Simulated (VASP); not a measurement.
# PIr2 (Fm-3m) in VASP: relaxation of cell and atoms with LDA

Aim: the relaxation of cell and atoms of PIr2 with LDA.

Everything below comes from runs of VASP 6.6.1. Logs are shortened: lines on timing, memory, paths and dates and some standing lists are left out, and cuts for length are marked.

### Step 1. The cell of the first run

It takes space group Fm-3m (No. 225, cubic). Conventional cell: a = 5.505 Å, b = 5.505 Å, c = 5.505 Å, α = 90.00°, β = 90.00°, γ = 90.00°. P (site symmetry m-3m) has 8 Ir at 2.38 Å within 3.1 Å. Ir (site symmetry -43m) has 4 P at 2.38 Å and 6 Ir at 2.75 Å within 3.1 Å.

### Step 2. Relaxation of cell and atoms, LDA

The input, INCAR:

```
  ALGO = Normal
  EDIFF = 1E-6
  EDIFFG = -0.001
  ENCUT = 600
  IBRION = 2
  ISIF = 3
  ISMEAR = -1
  LASPH = True
  LCHARG = False
  LREAL = False
  LWAVE = False
  NELM = 100
  NSW = 80
  PREC = Accurate
  SIGMA = 0.15
```

The input, KPOINTS:

```
k-points
0
Gamma
  14 14 14
```

The input, POSCAR:

```
PIr2
1.0
    0.0000000000      2.7526803480      2.7526803480
    2.7526803480      0.0000000000      2.7526803480
    2.7526803480      2.7526803480      0.0000000000
P Ir
1 2
Direct
    0.0000000000      0.0000000000      0.0000000000
    0.2500000000      0.2500000000      0.2500000000
    0.7500000000      0.7500000000      0.7500000000
```

Potentials or basis: VASP PAW LDA potentials, release 64 (P, Ir).

Started as:

```
$ cat potpaw_LDA.64/P/POTCAR potpaw_LDA.64/Ir/POTCAR > POTCAR
$ mpirun -np 1 vasp_std > vasp.out
```

OUTCAR:

```text
EDIFF = 1E-6
   EDIFFG = -0.001
   ENCUT = 600
   IBRION = 2
   ISIF = 3
   ISMEAR = -1
   LASPH = True
   LREAL = False
   NELM = 100
   NSW = 80
   PREC = Accurate

 ion  position               nearest neighbor table
   1  0.000  0.000  0.000-   3 2.38   3 2.38   3 2.38   2 2.38   3 2.38   2 2.38   2 2.38   2 2.38

   2  0.250  0.250  0.250-   1 2.38   1 2.38   1 2.38   1 2.38   3 2.75   3 2.75   3 2.75   3 2.75
                             3 2.75   3 2.75
   3  0.750  0.750  0.750-   1 2.38   1 2.38   1 2.38   1 2.38   2 2.75   2 2.75   2 2.75   2 2.75
                             2 2.75   2 2.75

  LATTYP: Found a face centered cubic cell.
 ALAT       =     5.5053606960

  Lattice vectors:

 A1 = (   0.0000000000,   2.7526803480,   2.7526803480)
 A2 = (   2.7526803480,   0.0000000000,   2.7526803480)
 A3 = (   2.7526803480,   2.7526803480,   0.0000000000)

Analysis of symmetry for initial positions (statically):
=====================================================================
 Subroutine PRICEL returns:
 Original cell was already a primitive cell.

 Routine SETGRP: Setting up the symmetry group for a
 face centered cubic supercell.

 Subroutine GETGRP returns: Found 48 space group operations
 (whereof 48 operations were pure point group operations)
 out of a pool of 48 trial point group operations.

The static configuration has the point symmetry O_h .

Analysis of symmetry for dynamics (positions and initial velocities):
=====================================================================
 Subroutine PRICEL returns:
 Original cell was already a primitive cell.

 Routine SETGRP: Setting up the symmetry group for a
 face centered cubic supercell.

 Subroutine GETGRP returns: Found 48 space group operations
 (whereof 48 operations were pure point group operations)
 out of a pool of 48 trial point group operations.

The dynamic configuration has the point symmetry O_h .

 Subroutine INISYM returns: Found 48 space group operations
 (whereof 48 operations are pure point group operations),
 and found     1 'primitive' translations

----------------------------------------------------------------------------------------

                                     Primitive cell

  volume of cell :      41.7155

  direct lattice vectors                    reciprocal lattice vectors
     0.000000000  2.752680348  2.752680348    -0.181641141  0.181641141  0.181641141
     2.752680348  0.000000000  2.752680348     0.181641141 -0.181641141  0.181641141
     2.752680348  2.752680348  0.000000000     0.181641141  0.181641141 -0.181641141

  length of vectors
[... 100 lines left out ...]
   EFERMI_NEDOS =   21; number of points for ismear=-14 and -15
   IALGO  =     38    algorithm
   IMIX   =      4    mixing-type and parameters
     AMIX     =   0.40;   BMIX     =  1.00
     AMIX_MAG =   1.60;   BMIX_MAG =  1.00
  volume/ion in A,a.u.               =      13.91        93.84
  Fermi-wavevector in a.u.,A,eV,Ry     =   1.342409  2.536786 24.518557  1.802063
  Thomas-Fermi vector in A             =   2.470566
   LORBIT       =      0    0 simple, 1 ext, 2 COOP (PROOUT), +10 PAW based schemes
   GGA     = CA    functional components
   LHFCALC =     F    Hartree Fock is set to
   AEXX    =    0.0000 exact exchange contribution
   IVDW    =     0    specifies the selected vdW correction
   LEPSILON=     F    determine dielectric tensor
   LRPA    =     F    only Hartree local field effects (RPA)
 conjugate gradient relaxation of ions
 non-spin polarized calculation
  energy-cutoff  :      600.00
  volume of cell :       41.72
 maximum number of plane-waves:      1411
   NGX = 15   NGY = 15   NGZ = 15

--------------------------------------- Ionic step        1  -------------------------------------------

 number of electron      22.9999998 magnetization

 Free energy of the ion-electron system (eV)
  ---------------------------------------------------
  ext. energy  EPLUGINS =         0.00000000
  ---------------------------------------------------
  free energy    TOTEN  =       -28.06879120 eV

  energy without entropy =      -27.99782455  energy(sigma->0) =      -28.03330787

------------------------ aborting loop because EDIFF is reached ----------------------------------------

  FORCE on cell =-STRESS in cart. coord.  units (eV):
  Direction    XX          YY          ZZ          XY          YZ          ZX
  --------------------------------------------------------------------------------------
  -------------------------------------------------------------------------------------
  Total        0.6043208      0.6043208      0.6043208      0.0000000      0.0000000      0.0000000
  in kB       23.2103008     23.2103008     23.2103008      0.0000000      0.0000000      0.0000000
  external PRESSURE =      23.2103008 kB  Pullay stress =       0.0000000 kB
[... 24 lines left out ...]
--------------------------------------- Ionic step        2  -------------------------------------------

 number of electron      22.9999999 magnetization

 E-fermi :   9.7206     XC(G=0): -13.0610

 val. band max:        9.6863868947   @ k =   0.5000   0.3571   0.1429
 cond. band min:       9.7425415046   @ k =   0.5000   0.2857   0.1429
 fundamental gap:      0.0561546099
 Fermi energy:         9.7205699814

 k-point     1 :       0.0000    0.0000    0.0000
  band No.  band energies     occupation
      1      -4.6770      2.00000
      2       2.1860      2.00000
      3       2.1860      2.00000
      4       2.1860      2.00000
      5       3.7933      2.00000
      6       3.7933      2.00000
      7       9.1217      1.96375
      8       9.1217      1.96375
      9       9.1217      1.96375
     10      10.0407      0.21168
     11      11.2183      0.00009
     12      11.2183      0.00009
     13      14.0144      0.00000
     14      14.0144      0.00000
[... 451 lines left out ...]
--------------------------------------- Ionic step        3  -------------------------------------------

 number of electron      22.9999998 magnetization

 Free energy of the ion-electron system (eV)
  ---------------------------------------------------
  ext. energy  EPLUGINS =         0.00000000
  ---------------------------------------------------
  free energy    TOTEN  =       -28.07093770 eV

  energy without entropy =      -27.99916186  energy(sigma->0) =      -28.03504978

 E-fermi :  10.0648     XC(G=0): -13.1769

 val. band max:       10.0277730873   @ k =   0.5000   0.3571   0.1429
 cond. band min:      10.0901152261   @ k =   0.5000   0.2857   0.1429
 fundamental gap:      0.0623421388
 Fermi energy:        10.0647563127

 k-point     1 :       0.0000    0.0000    0.0000
  band No.  band energies     occupation
      1      -4.5312      2.00000
      2       2.3272      2.00000
      3       2.3272      2.00000
      4       2.3272      2.00000
      5       3.9479      2.00000
      6       3.9479      2.00000
      7       9.4539      1.96651
      8       9.4539      1.96651
      9       9.4539      1.96651
     10      10.4395      0.15193
     11      11.6328      0.00006
     12      11.6328      0.00006
     13      14.4667      0.00000
     14      14.4667      0.00000
[... 445 lines left out ...]
  FREE ENERGIE OF THE ION-ELECTRON SYSTEM (eV)
  ---------------------------------------------------
  free  energy   TOTEN  =       -28.0709376981 eV

  energy  without entropy=      -27.9991618643  energy(sigma->0) =      -28.03504978

 reached required accuracy - stopping structural energy minimisation
```

OSZICAR:

```text
N       E                     dE             d eps       ncg     rms          rms(c)
DAV:   1     0.214505994350E+03    0.21451E+03   -0.11321E+04  3120   0.161E+03
[... 24 lines left out ...]
DAV:   2    -0.280753143045E+02    0.57822E-01   -0.19763E-01  3437   0.566E+00    0.533E-01
DAV:   3    -0.280716398770E+02    0.36744E-02   -0.94599E-03  3931   0.878E-01    0.253E-01
DAV:   4    -0.280709651533E+02    0.67472E-03   -0.34914E-03  3393   0.314E-01    0.862E-02
DAV:   5    -0.280709320915E+02    0.33062E-04   -0.48749E-04  4164   0.244E-01    0.594E-02
DAV:   6    -0.280709353331E+02   -0.32415E-05   -0.65787E-05  4399   0.899E-02    0.248E-02
DAV:   7    -0.280709374046E+02   -0.20715E-05   -0.85132E-06  4187   0.300E-02    0.636E-03
DAV:   8    -0.280709376981E+02   -0.29351E-06   -0.60228E-07  1658   0.593E-03
   3 F= -.28070938E+02 E0= -.28035050E+02  d E =-.214650E-02
```

CONTCAR:

```text
PIr2
   1.00000000000000
     0.0000000000000000    2.7593387877874269    2.7593387877874269
     2.7593387877874269   -0.0000000000000000    2.7593387877874269
     2.7593387877874269    2.7593387877874269    0.0000000000000000
  P               Ir
     1     2
Direct
     0.0000000000000000    0.0000000000000000    0.0000000000000000
     0.2500000000000000    0.2500000000000000    0.2500000000000000
     0.7500000000000000    0.7500000000000000    0.7500000000000000

  0.00000000E+00  0.00000000E+00  0.00000000E+00
  0.00000000E+00  0.00000000E+00  0.00000000E+00
  0.00000000E+00  0.00000000E+00  0.00000000E+00
```

Run time: 88 s. Hardware: 1 thread of AMD EPYC 9R45 (Zen 5), shared host; peak memory 0.18 GiB.

What came out:

```
Free energy                           : -28.0709 eV
Relaxed volume                        : 14.01 Å³/atom
Relaxed cell                          : a = 3.902 Å, b = 3.902 Å, c = 3.902 Å, α = 60.00°, β = 60.00°, γ = 60.00°
Space group after relaxing (to 0.1 Å) : Fm-3m (No. 225)
Energy gained by relaxing             : 0.7 meV/atom
Ionic steps                           : 3
Pressure after relaxing               : 0.0 GPa
Band gap on the k mesh                : zero (an odd number of electrons rules out a gap without spin polarisation)
```

The path:
```
step  energy change (eV)  largest force (eV/Å)  pressure (GPa)  volume (Å³)
   1              0.0000                0.0000            2.32        41.72
   2              0.0172                0.0000           -6.52        42.94
   3             -0.0021                0.0000           -0.01        42.02
```

Final structure:
```
P Ir
1.0
     0.00000    2.75934    2.75934
     2.75934    0.00000    2.75934
     2.75934    2.75934    0.00000
P Ir
1 2
Cartesian
  0.0000 0.0000 0.0000
  1.3797 1.3797 1.3797
  4.1390 4.1390 4.1390
```

Caveat: spin-orbit coupling is left out, which moves the levels of the heavy elements.

The gap in the log of VASP goes by the Fermi energy; the results here count the filled bands.